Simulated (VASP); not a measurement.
# Tl (P6_3/mmc) in VASP: a series of runs

Tl is run at these levels: PBEsol; tasks: single point, relaxation of cell and atoms.

Program: VASP 6.6.1. These are calculated values, not measurements. Logs are shortened: lines on timing, memory, paths and dates and some standing lists are left out, and cuts for length are marked.

### 1 The cell of the first run

The structure is hexagonal, space group P6_3/mmc (No. 194). Conventional cell: a = 3.458 Å, b = 3.458 Å, c = 5.519 Å, α = 90.00°, β = 90.00°, γ = 120.00°. Tl (site symmetry -6m2) has 12 Tl at 3.41 to 3.46 Å within 4.5 Å.

### 2 Single point, PBEsol

The input, INCAR:

```
SYSTEM = Tl
  ALGO = Normal
  EDIFF = 1E-6
  ENCUT = 520
  GGA = PS
  ISIF = 2
  ISMEAR = 0
  LASPH = .True.
  LCHARG = .False.
  LREAL = .False.
  LWAVE = .False.
  NBANDS = 20
  NELM = 80
  PREC = Accurate
  SIGMA = 0.05
```

The input, KPOINTS:

```
k-points
0
Gamma
  14 14 8
  0 0 0
```

The input, POSCAR:

```
Tl
1.0
    3.4579858191      0.0000000000      0.0000000000
   -1.7289929096      2.9947035653      0.0000000000
    0.0000000000      0.0000000000      5.5189634532
Tl
2
Direct
    0.3333333333      0.6666666667      0.7500000000
    0.6666666667      0.3333333333      0.2500000000
```

Potentials or basis: VASP PAW PBE potentials, release 64 (Tl_d).

Started as:

```bash
$ cat potpaw_PBE.64/Tl_d/POTCAR > POTCAR
$ mpirun -np 1 vasp_std > vasp.out
```

OUTCAR:

```text
SYSTEM = Tl
   EDIFF = 1E-6
   ENCUT = 520
   GGA = PS
   ISIF = 2
   ISMEAR = 0
   LASPH = .True.
   LREAL = .False.
   NELM = 80
   PREC = Accurate

 ion  position               nearest neighbor table
   1  0.333  0.667  0.750-   2 3.41   2 3.41   2 3.41   2 3.41   2 3.41   2 3.41
   2  0.667  0.333  0.250-   1 3.41   1 3.41   1 3.41   1 3.41   1 3.41   1 3.41

  LATTYP: Found a hexagonal cell.
 ALAT       =     3.4579858191
 C/A-ratio  =     1.5960052302

  Lattice vectors:

 A1 = (   3.4579858191,   0.0000000000,   0.0000000000)
 A2 = (  -1.7289929096,   2.9947035653,   0.0000000000)
 A3 = (   0.0000000000,   0.0000000000,   5.5189634532)

Analysis of symmetry for initial positions (statically):
=====================================================================
 Subroutine PRICEL returns:
 Original cell was already a primitive cell.

 Routine SETGRP: Setting up the symmetry group for a
 hexagonal supercell.

 Subroutine GETGRP returns: Found 24 space group operations
 (whereof 12 operations were pure point group operations)
 out of a pool of 24 trial point group operations.

The static configuration has the point symmetry D_3d.
 The point group associated with its full space group is D_6h.

Analysis of symmetry for dynamics (positions and initial velocities):
=====================================================================
 Subroutine PRICEL returns:
 Original cell was already a primitive cell.

 Routine SETGRP: Setting up the symmetry group for a
 hexagonal supercell.

 Subroutine GETGRP returns: Found 24 space group operations
 (whereof 12 operations were pure point group operations)
 out of a pool of 24 trial point group operations.

The dynamic configuration has the point symmetry D_3d.
 The point group associated with its full space group is D_6h.

 Subroutine INISYM returns: Found 24 space group operations
 (whereof 12 operations are pure point group operations),
 and found     1 'primitive' translations

----------------------------------------------------------------------------------------

                                     Primitive cell

  volume of cell :      57.1524

  direct lattice vectors                    reciprocal lattice vectors
     3.457985819  0.000000000  0.000000000     0.289185686  0.166961433  0.000000000
    -1.728992910  2.994703565  0.000000000     0.000000000  0.333922867  0.000000000
     0.000000000  0.000000000  5.518963453     0.000000000  0.000000000  0.181193445

  length of vectors
     3.457985819  3.457985819  5.518963453     0.333922867  0.333922867  0.181193445

  position of ions in fractional coordinates (direct lattice)
     0.333333333  0.666666667  0.750000000
     0.666666667  0.333333333  0.250000000

  ion indices of the primitive-cell ions
   primitive index   ion index
                 1           1
                 2           2

----------------------------------------------------------------------------------------

 KPOINTS: k-points

Automatic generation of k-mesh.
 Grid dimensions read from file:
 generate k-points for:   14   14    8

 Generating k-lattice:

  Cartesian coordinates                     Fractional coordinates (reciprocal lattice)
     0.020656120  0.011925817  0.000000000     0.071428571 -0.000000000  0.000000000
     0.000000000  0.023851633  0.000000000     0.000000000  0.071428571  0.000000000
     0.000000000  0.000000000  0.022649181     0.000000000  0.000000000  0.125000000

  Length of vectors
     0.023851633  0.023851633  0.022649181

  Shift w.r.t. Gamma in fractional coordinates (k-lattice)
     0.000000000  0.000000000  0.000000000

 Subroutine IBZKPT returns following result:
 ===========================================

 Found    120 irreducible k-points:

 Following reciprocal coordinates:
            Coordinates               Weight
  0.000000  0.000000  0.000000      1.000000
  0.071429 -0.000000  0.000000      6.000000
  0.142857 -0.000000  0.000000      6.000000
  0.214286 -0.000000  0.000000      6.000000
  0.285714 -0.000000  0.000000      6.000000
  0.357143  0.000000  0.000000      6.000000
[... 16 lines left out ...]
  0.285714  0.285714  0.000000      6.000000
  0.357143  0.285714  0.000000      6.000000
 [... further k-points ...]
   k-points           NKPTS =    120   k-points in BZ     NKDIM =    120   number of bands    NBANDS=     20
   number of dos      NEDOS =    301   number of ions     NIONS =      2
   total plane-waves  NPLWV =  32928
   dimension x,y,z NGX =    28 NGY =   28 NGZ =   42
   dimension x,y,z NGXF=    56 NGYF=   56 NGZF=   84
   ions per type =               2
   NGX,Y,Z   is equivalent  to a cutoff of  13.46, 13.46, 12.65 a.u.
   NGXF,Y,Z  is equivalent  to a cutoff of  26.92, 26.92, 25.30 a.u.
 SYSTEM =  Tl
   PREC   = accura    normal or accurate (medium, high low for compatibility)
   ISTART =      0    job   : 0-new  1-cont  2-samecut
   ICHARG =      2    charge: 1-file 2-atom 10-const
   ISPIN  =      1    spin polarized calculation?
   LNONCOLLINEAR =      F non collinear calculations
   LSORBIT =      F    spin-orbit coupling
   LASPH  =      T    aspherical Exc in radial PAW
   ENCUT  =  520.0 eV  38.22 Ry    6.18 a.u.   6.43  6.43 10.26*2*pi/ulx,y,z
   NELM   =     80;   NELMIN=  2; NELMDL= -5     # of ELM steps
   EDIFF  = 0.1E-05   stopping-criterion for ELM
   LREAL  =      F    real-space projection
   EDIFFG = 0.1E-04   stopping-criterion for IOM
   NSW    =      0    number of steps for IOM
   IBRION =     -1    ionic relax: 0-MD 1-quasi-New 2-CG
   NFREE  =      0    steps in history (QN), initial steepest desc. (CG)
   ISIF   =      2    stress and relaxation
   ISYM   =      2    0-nonsym 1-usesym 2-fastsym
   POTIM  = 0.5000    time-step for ionic-motion
   TEBEG  =    0.0;   TEEND  =   0.0 temperature during run
   PSTRESS=    0.0 pullay stress
   NELECT =      26.0000    total number of electrons
   NUPDOWN=      -1.0000    fix difference up-down
   EMIN   =  10.00;   EMAX   =-10.00  energy-range for DOS
   EFERMI =   0.00;   METHOD = LEGACY
   ISMEAR =     0;   SIGMA  =   0.05  broadening in eV -4-tet -1-fermi 0-gaus
   EFERMI_NEDOS =   21; number of points for ismear=-14 and -15
   IALGO  =     38    algorithm
   IMIX   =      4    mixing-type and parameters
     AMIX     =   0.40;   BMIX     =  1.00
     AMIX_MAG =   1.60;   BMIX_MAG =  1.00
  volume/ion in A,a.u.               =      28.58       192.84
  Fermi-wavevector in a.u.,A,eV,Ry     =   1.259083  2.379322 21.569186  1.585290
  Thomas-Fermi vector in A             =   2.392661
   LORBIT       =      0    0 simple, 1 ext, 2 COOP (PROOUT), +10 PAW based schemes
   GGA     = PS    functional components
   LHFCALC =     F    Hartree Fock is set to
   AEXX    =    0.0000 exact exchange contribution
   IVDW    =     0    specifies the selected vdW correction
   LEPSILON=     F    determine dielectric tensor
   LRPA    =     F    only Hartree local field effects (RPA)
 non-spin polarized calculation
 Gauss-broadening in eV      SIGMA  =   0.05
  energy-cutoff  :      520.00
  volume of cell :       57.15
 maximum number of plane-waves:      1562
 NGX is ok and might be reduce to    28
   NGX = 13   NGY = 13   NGZ = 21

 number of electron      26.0000003 magnetization

 Free energy of the ion-electron system (eV)
  ---------------------------------------------------
  ext. energy  EPLUGINS =         0.00000000
  ---------------------------------------------------
  free energy    TOTEN  =        -5.25518933 eV

  energy without entropy =       -5.25361492  energy(sigma->0) =       -5.25440212

 E-fermi :   6.4292     XC(G=0): -10.3703

 val. band max:        6.4199675118   @ k =   0.4286  -0.0000   0.2500
 cond. band min:       6.4355200801   @ k =   0.2857   0.1429   0.5000
 fundamental gap:      0.0155525683
 Fermi energy:         6.4292229960

 k-point     1 :       0.0000    0.0000    0.0000
  band No.  band energies     occupation
      1      -5.3591      2.00000
      2      -5.1224      2.00000
      3      -5.1006      2.00000
      4      -5.1006      2.00000
      5      -5.0461      2.00000
      6      -5.0461      2.00000
[... 12 lines left out ...]
     19      17.1800      0.00000
     20      17.3449      0.00000

 k-point     2 :       0.0714   -0.0000    0.0000
  band No.  band energies     occupation
      1      -5.3410      2.00000
      2      -5.1469      2.00000
      3      -5.0785      2.00000
      4      -5.0719      2.00000
      5      -5.0476      2.00000
      6      -5.0255      2.00000
[... 12 lines left out ...]
     19      17.3218      0.00000
     20      17.7244      0.00000

 k-point     3 :       0.1429   -0.0000    0.0000
  band No.  band energies     occupation
      1      -5.3108      2.00000
      2      -5.1672      2.00000
      3      -5.0627      2.00000
      4      -5.0389      2.00000
      5      -5.0253      2.00000
      6      -5.0163      2.00000
[... 12 lines left out ...]
     19      16.8521      0.00000
     20      18.3804      0.00000

 k-point     4 :       0.2143   -0.0000    0.0000
  band No.  band energies     occupation
      1      -5.3275      2.00000
      2      -5.1537      2.00000
      3      -5.1013      2.00000
      4      -5.0649      2.00000
      5      -5.0618      2.00000
      6      -4.9399      2.00000
[... 12 lines left out ...]
     19      16.3909      0.00000
     20      17.7244      0.00000

 k-point     5 :       0.2857   -0.0000    0.0000
  band No.  band energies     occupation
      1      -5.3778      2.00000
      2      -5.1787      2.00000
      3      -5.1710      2.00000
      4      -5.0993      2.00000
      5      -5.0192      2.00000
      6      -4.8513      2.00000
[... 12 lines left out ...]
     19      15.7203      0.00000
     20      17.0490      0.00000

 k-point     6 :       0.3571    0.0000    0.0000
  band No.  band energies     occupation
      1      -5.4280      2.00000
      2      -5.2529      2.00000
      3      -5.2061      2.00000
      4      -5.1311      2.00000
      5      -4.9664      2.00000
      6      -4.8952      2.00000
[... 12 lines left out ...]
     19      15.1307      0.00000
     20      16.5560      0.00000

 k-point     7 :       0.4286   -0.0000    0.0000
  band No.  band energies     occupation
      1      -5.4631      2.00000
      2      -5.3053      2.00000
      3      -5.2335      2.00000
      4      -5.1523      2.00000
      5      -4.9312      2.00000
      6      -4.9219      2.00000
[... 12 lines left out ...]
     19      14.7429      0.00000
     20      16.2573      0.00000
[... 277 lines left out ...]
 k-point    20 :       0.2143    0.2143    0.0000
  band No.  band energies     occupation
      1      -5.2759      2.00000
      2      -5.2350      2.00000
      3      -5.2284      2.00000
      4      -5.1179      2.00000
      5      -4.9446      2.00000
      6      -4.9036      2.00000
[... 12 lines left out ...]
     19      14.5172      0.00000
     20      18.8152      0.00000

 k-point    21 :       0.2857    0.2143    0.0000
  band No.  band energies     occupation
      1      -5.3303      2.00000
      2      -5.2607      2.00000
      3      -5.1676      2.00000
      4      -5.1139      2.00000
      5      -4.9444      2.00000
      6      -4.9160      2.00000
[... 12 lines left out ...]
     19      13.9322      0.00000
     20      18.8694      0.00000

 k-point    22 :       0.3571    0.2143    0.0000
  band No.  band energies     occupation
      1      -5.3603      2.00000
      2      -5.2770      2.00000
      3      -5.1260      2.00000
      4      -5.1046      2.00000
      5      -4.9737      2.00000
      6      -4.8974      2.00000
[... 12 lines left out ...]
     19      13.6756      0.00000
     20      18.7570      0.00000

 k-point    23 :       0.2857    0.2857    0.0000
  band No.  band energies     occupation
      1      -5.3654      2.00000
      2      -5.1712      2.00000
      3      -5.1662      2.00000
      4      -5.0890      2.00000
      5      -4.9868      2.00000
      6      -4.9136      2.00000
[... 12 lines left out ...]
     19      13.2506      0.00000
     20      20.7787      0.00000

 k-point    24 :       0.3571    0.2857    0.0000
  band No.  band energies     occupation
      1      -5.3778      2.00000
      2      -5.1707      2.00000
      3      -5.1105      2.00000
      4      -5.0673      2.00000
      5      -5.0147      2.00000
      6      -4.9612      2.00000
[... 12 lines left out ...]
     19      13.0295      0.00000
     20      20.7572      0.00000

 [... further k-points ...]
[... 5 lines left out ...]
  --------------------------------------------------------------------------------------
  -------------------------------------------------------------------------------------
  Total       -0.0133981     -0.0133981     -0.0611564      0.0000000     -0.0000000      0.0000000
  in kB       -0.3755951     -0.3755951     -1.7144233      0.0000000     -0.0000000      0.0000000
  external PRESSURE =      -0.8218712 kB  Pullay stress =       0.0000000 kB

 VOLUME and BASIS-vectors are now :
 -----------------------------------------------------------------------------
  energy-cutoff  :      520.00
  volume of cell :       57.15
      direct lattice vectors                 reciprocal lattice vectors
     3.457985819  0.000000000  0.000000000     0.289185686  0.166961433  0.000000000
    -1.728992910  2.994703565  0.000000000     0.000000000  0.333922867  0.000000000
     0.000000000  0.000000000  5.518963453     0.000000000  0.000000000  0.181193445

 POSITION                                       TOTAL-FORCE (eV/Angst)
 -----------------------------------------------------------------------------------
     -0.00000      1.99647      4.13922        -0.000000      0.000000      0.000000
      1.72899      0.99823      1.37974         0.000000     -0.000000      0.000000
 -----------------------------------------------------------------------------------
    total drift:                                0.000000     -0.000000      0.000000

  FREE ENERGIE OF THE ION-ELECTRON SYSTEM (eV)
  ---------------------------------------------------
  free  energy   TOTEN  =        -5.2551893267 eV

  energy  without entropy=       -5.2536149222  energy(sigma->0) =       -5.25440212
```

Wall time 38 s (1 thread of Intel Xeon 6975P-C (Granite Rapids), shared host); peak memory 0.24 GiB.

What came out:

```
Free energy            : -5.2552 eV
Pressure               : -0.1 GPa
Band gap on the k mesh : zero (bands 13 and 14 overlap by 5.81 eV)
```

Levels at points of the mesh, in eV from the Fermi level:
| k point | band 11 | band 12 | band 13 | band 14 | band 15 | band 16 |
| --- | --- | --- | --- | --- | --- | --- |
| (0.00, 0.00, 0.00) | -10.11 | -5.14 | -2.91 | 7.91 | 7.91 | 10.00 |
| (0.50, 0.00, 0.00) | -5.84 | -4.75 | -0.74 | 0.46 | 1.28 | 3.74 |
| (0.00, 0.00, 0.50) | -8.67 | -8.67 | 3.32 | 3.32 | 8.90 | 8.90 |
| (0.50, 0.00, 0.50) | -4.77 | -4.77 | -2.34 | -2.34 | 5.50 | 5.50 |

Caveat: the PAW data sets were made with another functional, which shifts forces and pressure a little; spin-orbit coupling is left out, which moves the levels of the heavy elements.

[end of part 1 of 2]
